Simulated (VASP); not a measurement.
# H2 in VASP: a series of runs, part 2 of 2

VASP 6.6.1. Earlier steps stand in the parts before.

**4. Relaxation of the atoms, r2SCAN**

File POSCAR:

```
H
1.0
   12.0000000000      0.0000000000      0.0000000000
    0.0000000000     12.3000000000      0.0000000000
    0.0000000000      0.0000000000     12.6000000000
H
2
Direct
    0.5000000000      0.5000000000      0.4702380952
    0.5000000000      0.5000000000      0.5297619048
```

File INCAR.step1:

```
ALGO = Normal
EDIFF = 1E-4
ENCUT = 520
GGA = PE
ISMEAR = -1
LASPH = T
LCHARG = F
LREAL = F
LWAVE = T
NELM = 60
PREC = Accurate
SIGMA = 0.01
```

File INCAR.step2:

```
ALGO = Normal
EDIFF = 1E-7
EDIFFG = -0.01
ENCUT = 520
IBRION = 2
ISIF = 2
ISMEAR = -1
ISTART = 1
LASPH = T
LCHARG = F
LMIXTAU = T
LREAL = F
LWAVE = F
METAGGA = R2SCAN
NELM = 60
NSW = 80
PREC = Accurate
SIGMA = 0.01
```

File KPOINTS:

```
k-points
0
Gamma
  1 1 1
```

Potentials or basis: VASP PAW PBE potentials, release 64 (H).

Launch:

```sh
> cat potpaw_PBE.64/H/POTCAR > POTCAR
> cp INCAR.step1 INCAR
> mpirun -np 1 vasp_gam > vasp.out
> cp INCAR.step2 INCAR
> mpirun -np 1 vasp_gam > vasp.out
```

OUTCAR:

```text
EDIFF = 1E-7
   EDIFFG = -0.01
   ENCUT = 520
   IBRION = 2
   ISIF = 2
   ISMEAR = -1
   ISTART = 1
   LASPH = T
   LREAL = F
   METAGGA = R2SCAN
   NELM = 60
   NSW = 80
   PREC = Accurate

 ion  position               nearest neighbor table
   1  0.500  0.500  0.470-   2 0.75
   2  0.500  0.500  0.530-   1 0.75

  LATTYP: Found a simple orthorhombic cell.
 ALAT       =    12.0000000000
 B/A-ratio  =     1.0250000000
 C/A-ratio  =     1.0500000000

  Lattice vectors:

 A1 = (  12.0000000000,   0.0000000000,   0.0000000000)
 A2 = (   0.0000000000,  12.3000000000,   0.0000000000)
 A3 = (   0.0000000000,   0.0000000000,  12.6000000000)

Analysis of symmetry for initial positions (statically):
=====================================================================
 Subroutine PRICEL returns:
 Original cell was already a primitive cell.

 Routine SETGRP: Setting up the symmetry group for a
 simple orthorhombic supercell.

 Subroutine GETGRP returns: Found  8 space group operations
 (whereof  8 operations were pure point group operations)
 out of a pool of  8 trial point group operations.

The static configuration has the point symmetry D_2h.

Analysis of symmetry for dynamics (positions and initial velocities):
=====================================================================
 Subroutine PRICEL returns:
 Original cell was already a primitive cell.

 Routine SETGRP: Setting up the symmetry group for a
 simple orthorhombic supercell.

 Subroutine GETGRP returns: Found  8 space group operations
 (whereof  8 operations were pure point group operations)
 out of a pool of  8 trial point group operations.

The dynamic configuration has the point symmetry D_2h.

 Subroutine INISYM returns: Found  8 space group operations
 (whereof  8 operations are pure point group operations),
 and found     1 'primitive' translations

[... 74 lines left out ...]
   IBRION =      2    ionic relax: 0-MD 1-quasi-New 2-CG
   NFREE  =      1    steps in history (QN), initial steepest desc. (CG)
   ISIF   =      2    stress and relaxation
   ISYM   =      2    0-nonsym 1-usesym 2-fastsym
   POTIM  = 0.5000    time-step for ionic-motion
   TEBEG  =    0.0;   TEEND  =   0.0 temperature during run
   PSTRESS=    0.0 pullay stress
   NELECT =       2.0000    total number of electrons
   NUPDOWN=      -1.0000    fix difference up-down
   EMIN   =  10.00;   EMAX   =-10.00  energy-range for DOS
   EFERMI =   0.00;   METHOD = LEGACY
   ISMEAR =    -1;   SIGMA  =   0.01  broadening in eV -4-tet -1-fermi 0-gaus
   EFERMI_NEDOS =   21; number of points for ismear=-14 and -15
   IALGO  =     38    algorithm
   IMIX   =      4    mixing-type and parameters
     AMIX     =   0.40;   BMIX     =  1.00
     AMIX_MAG =   1.60;   BMIX_MAG =  1.00
  volume/ion in A,a.u.               =     929.88      6275.14
  Fermi-wavevector in a.u.,A,eV,Ry     =   0.167726  0.316955  0.382757  0.028132
  Thomas-Fermi vector in A             =   0.873280
   LORBIT       =      0    0 simple, 1 ext, 2 COOP (PROOUT), +10 PAW based schemes
   METAGGA = R2SCAN    functional components
   LHFCALC =     F    Hartree Fock is set to
   AEXX    =    0.0000 exact exchange contribution
   IVDW    =     0    specifies the selected vdW correction
   LEPSILON=     F    determine dielectric tensor
   LRPA    =     F    only Hartree local field effects (RPA)
 conjugate gradient relaxation of ions
 non-spin polarized calculation
  energy-cutoff  :      520.00
  volume of cell :     1859.76
 maximum number of plane-waves:     25042
 NGX is ok and might be reduce to    90
   NGX = 45   NGY = 45   NGZ = 47

--------------------------------------- Ionic step        1  -------------------------------------------

 number of electron       2.0000000 magnetization

 Free energy of the ion-electron system (eV)
  ---------------------------------------------------
  ext. energy  EPLUGINS =         0.00000000
  ---------------------------------------------------
  free energy    TOTEN  =        -6.90841384 eV

  energy without entropy =       -6.90841384  energy(sigma->0) =       -6.90841384

------------------------ aborting loop because EDIFF is reached ----------------------------------------

  FORCE on cell =-STRESS in cart. coord.  units (eV):
  Direction    XX          YY          ZZ          XY          YZ          ZX
  --------------------------------------------------------------------------------------
  -------------------------------------------------------------------------------------
  Total       -0.0284702     -0.0289856     -0.2612488      0.0000000      0.0000000      0.0000000
  in kB       -0.0245270     -0.0249710     -0.2250650      0.0000000      0.0000000      0.0000000
  external PRESSURE =      -0.0915210 kB  Pullay stress =       0.0000000 kB
[... 59 lines left out ...]
--------------------------------------- Ionic step        3  -------------------------------------------

 number of electron       2.0000000 magnetization

 Free energy of the ion-electron system (eV)
  ---------------------------------------------------
  ext. energy  EPLUGINS =         0.00000000
  ---------------------------------------------------
  free energy    TOTEN  =        -6.90973409 eV

  energy without entropy =       -6.90973409  energy(sigma->0) =       -6.90973409

 E-fermi : -10.5234     XC(G=0):   0.0797

 val. band max:      -10.8006957348   @ k =   0.0000   0.0000   0.0000
 cond. band min:       0.1211297639   @ k =   0.0000   0.0000   0.0000
 fundamental gap:     10.9218254986
 Fermi energy:       -10.5233566025

 k-point     1 :       0.0000    0.0000    0.0000
  band No.  band energies     occupation
      1     -10.8007      2.00000
      2       0.1211      0.00000
      3       1.0121      0.00000
      4       1.0122      0.00000
      5       1.0707      0.00000
[... 27 lines left out ...]
  FREE ENERGIE OF THE ION-ELECTRON SYSTEM (eV)
  ---------------------------------------------------
  free  energy   TOTEN  =        -6.9097340897 eV

  energy  without entropy=       -6.9097340897  energy(sigma->0) =       -6.90973409

 reached required accuracy - stopping structural energy minimisation
```

OUTCAR.step1:

```text
EDIFF = 1E-4
   ENCUT = 520
   GGA = PE
   ISMEAR = -1
   LASPH = T
   LREAL = F
[... 203 lines left out ...]
 -----------------------------------------------------------------------------------
      6.00000      6.15000      5.92500         0.000000      0.000000      0.001766
      6.00000      6.15000      6.67500         0.000000      0.000000     -0.001766
 -----------------------------------------------------------------------------------
    total drift:                                0.000000     -0.000000      0.000000

  FREE ENERGIE OF THE ION-ELECTRON SYSTEM (eV)
  ---------------------------------------------------
  free  energy   TOTEN  =        -6.7723068383 eV

  energy  without entropy=       -6.7723068383  energy(sigma->0) =       -6.77230684
```

Wall time 16 min (1 thread of Intel Xeon Platinum 8375C at 2.90GHz (Ice Lake), shared host); peak memory 1.8 GiB.

Results:

* Free energy: -6.9097 eV
* Energy gained by relaxing: 0.7 meV/atom
* Ionic steps: 3
* Gap between the frontier levels: 10.92 eV

Step by step:
```
step  energy change (eV)  largest force (eV/Å)  pressure (GPa)
   1              0.0000                0.3041           -0.01
   2              0.0069                0.8102            0.01
   3             -0.0013                0.0010            0.00
```

Final structure:
```xyz
2
Lattice="12.0000 0.0000 0.0000 0.0000 12.3000 0.0000 0.0000 0.0000 12.6000" Properties=species:S:1:pos:R:3 pbc="T T T"
H     6.0000    6.1500    5.9293
H     6.0000    6.1500    6.6707
```

Caveat: the PAW data sets were made with another functional, which shifts forces and pressure a little.

**5. Overview**

```csv
task,level,cell,grid for exact exchange (PRECFOCK),gap on the mesh (eV)
single point,r2SCAN0,as given,Normal,12.26
single point,r2SCAN,as given,-,10.90
relaxation of the atoms,r2SCAN,atoms relaxed,-,10.92
```

Alike in all rows: potentials or basis VASP PAW PBE potentials, release 64 (H); no spin polarisation; k mesh 1 × 1 × 1; cutoff (eV) 520; smearing fermi-dirac 0.01 eV.

Caveats: the PAW data sets were made with another functional, which shifts forces and pressure a little.

Total energies depend on the potentials used, so only differences within one code and one set of settings carry meaning.
